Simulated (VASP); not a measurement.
# Ba (P6_3/mmc) in VASP: further runs, part 2 of 2

VASP 6.6.1. Earlier steps stand in the parts before.

### 5 Single point, LDA (51.12 Å³/atom)

This run uses another cell than the first one, of 51.12 Å³/atom.

File INCAR:

```
SYSTEM = Ba
  ALGO = Normal
  EDIFF = 1E-6
  ENCUT = 500
  GGA_COMPAT = .False.
  ISIF = 2
  ISMEAR = -1
  LASPH = .True.
  LCHARG = .True.
  LELF = .True.
  LREAL = .False.
  LVHAR = .True.
  LWAVE = .False.
  NBANDS = 17
  NELM = 120
  PREC = Accurate
  SIGMA = 0.1
```

File KPOINTS:

```
k-points
0
Gamma
  10 10 5
  0 0 0
```

File POSCAR:

```
Ba
1.0
    4.1759963067      0.0000000000      0.0000000000
   -2.0879981534      3.6165188877      0.0000000000
    0.0000000000      0.0000000000      6.7696490877
Ba
2
Direct
    0.3333333333      0.6666666667      0.2500000000
    0.6666666667      0.3333333333      0.7500000000
```

Potentials or basis: VASP PAW LDA potentials, release 64 (Ba_sv).

Started as:

```console
> cat potpaw_LDA.64/Ba_sv/POTCAR > POTCAR
> mpirun -np 1 vasp_std > vasp.out
```

OUTCAR:

```text
SYSTEM = Ba
   EDIFF = 1E-6
   ENCUT = 500
   ISIF = 2
   ISMEAR = -1
   LASPH = .True.
   LREAL = .False.
   NELM = 120
   PREC = Accurate

 ion  position               nearest neighbor table
   1  0.333  0.667  0.250-   2 4.16   2 4.16   2 4.16   2 4.16   2 4.16   2 4.16
   2  0.667  0.333  0.750-   1 4.16   1 4.16   1 4.16   1 4.16   1 4.16   1 4.16

  LATTYP: Found a hexagonal cell.
 ALAT       =     4.1759963067
 C/A-ratio  =     1.6210859854

  Lattice vectors:

 A1 = (   4.1759963067,   0.0000000000,   0.0000000000)
 A2 = (  -2.0879981534,   3.6165188877,   0.0000000000)
 A3 = (   0.0000000000,   0.0000000000,   6.7696490877)

Analysis of symmetry for initial positions (statically):
=====================================================================
 Subroutine PRICEL returns:
 Original cell was already a primitive cell.

 Routine SETGRP: Setting up the symmetry group for a
 hexagonal supercell.

 Subroutine GETGRP returns: Found 24 space group operations
 (whereof 12 operations were pure point group operations)
 out of a pool of 24 trial point group operations.

The static configuration has the point symmetry D_3d.
 The point group associated with its full space group is D_6h.

Analysis of symmetry for dynamics (positions and initial velocities):
=====================================================================
 Subroutine PRICEL returns:
 Original cell was already a primitive cell.

 Routine SETGRP: Setting up the symmetry group for a
 hexagonal supercell.

 Subroutine GETGRP returns: Found 24 space group operations
 (whereof 12 operations were pure point group operations)
 out of a pool of 24 trial point group operations.

The dynamic configuration has the point symmetry D_3d.
 The point group associated with its full space group is D_6h.

 Subroutine INISYM returns: Found 24 space group operations
 (whereof 12 operations are pure point group operations),
[... 112 lines left out ...]
   EFERMI_NEDOS =   21; number of points for ismear=-14 and -15
   IALGO  =     38    algorithm
   IMIX   =      4    mixing-type and parameters
     AMIX     =   0.40;   BMIX     =  1.00
     AMIX_MAG =   1.60;   BMIX_MAG =  1.00
  volume/ion in A,a.u.               =      51.12       344.97
  Fermi-wavevector in a.u.,A,eV,Ry     =   0.950340  1.795883 12.288058  0.903147
  Thomas-Fermi vector in A             =   2.078708
   LORBIT       =      0    0 simple, 1 ext, 2 COOP (PROOUT), +10 PAW based schemes
   GGA     = CA    functional components
   LHFCALC =     F    Hartree Fock is set to
   AEXX    =    0.0000 exact exchange contribution
   IVDW    =     0    specifies the selected vdW correction
   LEPSILON=     F    determine dielectric tensor
   LRPA    =     F    only Hartree local field effects (RPA)
 non-spin polarized calculation
  energy-cutoff  :      500.00
  volume of cell :      102.24
 maximum number of plane-waves:      2623
   NGX = 15   NGY = 15   NGZ = 25

 number of electron      19.9999996 magnetization

 Free energy of the ion-electron system (eV)
  ---------------------------------------------------
  ext. energy  EPLUGINS =         0.00000000
  ---------------------------------------------------
  free energy    TOTEN  =        -4.52693734 eV

  energy without entropy =       -4.43176009  energy(sigma->0) =       -4.47934872

 E-fermi :   2.2043     XC(G=0):  -8.3222

 val. band max:        2.1888992454   @ k =   0.3000   0.1000   0.0000
 cond. band min:       2.2302467875   @ k =   0.4000   0.2000   0.2000
 fundamental gap:      0.0413475421
 Fermi energy:         2.2042783135

 k-point     1 :       0.0000    0.0000    0.0000
  band No.  band energies     occupation
      1     -26.3129      2.00000
      2     -26.2096      2.00000
      3     -12.0034      2.00000
      4     -11.2236      2.00000
      5     -11.2236      2.00000
      6     -11.1046      2.00000
[... 457 lines left out ...]
      4     -11.7927      2.00000
      5     -11.5355      2.00000
      6     -11.4242      2.00000
[... 9 lines left out ...]
     16       6.5463      0.00000
     17       6.9183      0.00000

 [... further k-points ...]

------------------------ aborting loop because EDIFF is reached ----------------------------------------

  FORCE on cell =-STRESS in cart. coord.  units (eV):
  Direction    XX          YY          ZZ          XY          YZ          ZX
  --------------------------------------------------------------------------------------
  -------------------------------------------------------------------------------------
  Total        0.3600538      0.3600538      0.2663054     -0.0000000     -0.0000000      0.0000000
  in kB        5.6423626      5.6423626      4.1732422     -0.0000000     -0.0000000      0.0000000
  external PRESSURE =       5.1526558 kB  Pullay stress =       0.0000000 kB

 VOLUME and BASIS-vectors are now :
 -----------------------------------------------------------------------------
  energy-cutoff  :      500.00
  volume of cell :      102.24
      direct lattice vectors                 reciprocal lattice vectors
     4.175996307  0.000000000  0.000000000     0.239463813  0.138254497  0.000000000
    -2.087998153  3.616518888  0.000000000     0.000000000  0.276508994  0.000000000
     0.000000000  0.000000000  6.769649088     0.000000000  0.000000000  0.147718144

 POSITION                                       TOTAL-FORCE (eV/Angst)
 -----------------------------------------------------------------------------------
     -0.00000      2.41101      1.69241         0.000000     -0.000000      0.000000
      2.08800      1.20551      5.07724        -0.000000      0.000000      0.000000
 -----------------------------------------------------------------------------------
    total drift:                                0.000000     -0.000000      0.000000

  FREE ENERGIE OF THE ION-ELECTRON SYSTEM (eV)
  ---------------------------------------------------
  free  energy   TOTEN  =        -4.5269373428 eV

  energy  without entropy=       -4.4317600902  energy(sigma->0) =       -4.47934872
```

Wall time 47 s (1 thread of Intel Xeon 6975P-C (Granite Rapids), shared host); peak memory 0.19 GiB.

What came out:

```yaml
Free_energy: -4.5269 eV
Pressure: 0.5 GPa
Band_gap_on_the_k_mesh: zero (bands 10 and 11 overlap by 0.49 eV)
```

Stress tensor (GPa, compression positive):
```
0.56 0.00 0.00
0.00 0.56 0.00
0.00 0.00 0.42
```

Levels at points of the mesh, in eV from the Fermi level:
```tsv
k point	band 8	band 9	band 10	band 11	band 12	band 13
(0.00, 0.00, 0.00)	-13.30	-2.83	-1.09	1.90	1.90	1.91
(0.50, 0.00, 0.00)	-13.42	-0.69	-0.68	-0.35	1.14	1.73
```

Caveat: spin-orbit coupling is left out, which moves the levels of the heavy elements.

### 6 Single point, LDA (53.25 Å³/atom)

File INCAR:

```
SYSTEM = Ba
PREC = Accurate ; ENCUT = 500
EDIFF = 1E-6 ; ISMEAR = -1
SIGMA = 0.1 ; LREAL = .FALSE.
LASPH = .TRUE. ; NELM = 120
ALGO = Normal ; ISIF = 2
LWAVE = .FALSE. ; LCHARG = .FALSE.
NBANDS = 17 ; GGA_COMPAT = .FALSE.
```

File KPOINTS:

```
Automatic mesh
0
G
  10 10 5
  0 0 0
```

File POSCAR:

```
Ba
1.0
    4.2332088451      0.0000000000      0.0000000000
   -2.1166044225      3.6660663993      0.0000000000
    0.0000000000      0.0000000000      6.8623955318
Ba
2
Direct
    0.3333333333      0.6666666667      0.2500000000
    0.6666666667      0.3333333333      0.7500000000
```

Potentials or basis: VASP PAW LDA potentials, release 64 (Ba_sv).

Started as:

```console
> cat potpaw_LDA.64/Ba_sv/POTCAR > POTCAR
> mpirun -np 1 vasp_std > vasp.out
```

Run time: 37 s. Hardware: 1 thread of Intel Xeon 6975P-C (Granite Rapids), shared host; peak memory 0.2 GiB.

It converged, with:

```yaml
Free_energy: -4.5350 eV
Pressure: 0.1 GPa
Band_gap_on_the_k_mesh: zero (bands 10 and 11 overlap by 0.42 eV)
```

Levels at points of the mesh, in eV from the Fermi level:
| k point | band 7 | band 8 | band 9 | band 10 | band 11 | band 12 | band 13 | band 14 |
| --- | --- | --- | --- | --- | --- | --- | --- | --- |
| (0.00, 0.00, 0.00) | -13.40 | -13.39 | -2.83 | -1.06 | 1.75 | 1.87 | 1.87 | 1.90 |
| (0.50, 0.00, 0.00) | -13.58 | -13.50 | -0.70 | -0.62 | -0.31 | 1.02 | 1.68 | 1.70 |

Caveat: spin-orbit coupling is left out, which moves the levels of the heavy elements.

### 7 Overview

```csv
cell,k mesh,gap on the mesh (eV),pressure (GPa)
"a = 4.233, b = 4.233, c = 6.862 Å, angles 90.0, 90.0, 120.0°, 2 atoms",8 × 8 × 5,none,0.1
"a = 4.057, b = 4.057, c = 6.576 Å, angles 90.0, 90.0, 120.0°, 2 atoms",10 × 10 × 5,none,1.6
"a = 4.117, b = 4.117, c = 6.674 Å, angles 90.0, 90.0, 120.0°, 2 atoms",10 × 10 × 5,none,1.0
"a = 4.176, b = 4.176, c = 6.770 Å, angles 90.0, 90.0, 120.0°, 2 atoms",10 × 10 × 5,none,0.5
"a = 4.233, b = 4.233, c = 6.862 Å, angles 90.0, 90.0, 120.0°, 2 atoms",10 × 10 × 5,none,0.1
```

Alike in all rows: task single point; level LDA; potentials or basis VASP PAW LDA potentials, release 64 (Ba_sv); no spin polarisation; cutoff (eV) 500; smearing fermi-dirac 0.1 eV.

Caveats: spin-orbit coupling is left out, which moves the levels of the heavy elements.

Absolute energies hang on the potentials; compare differences alone.
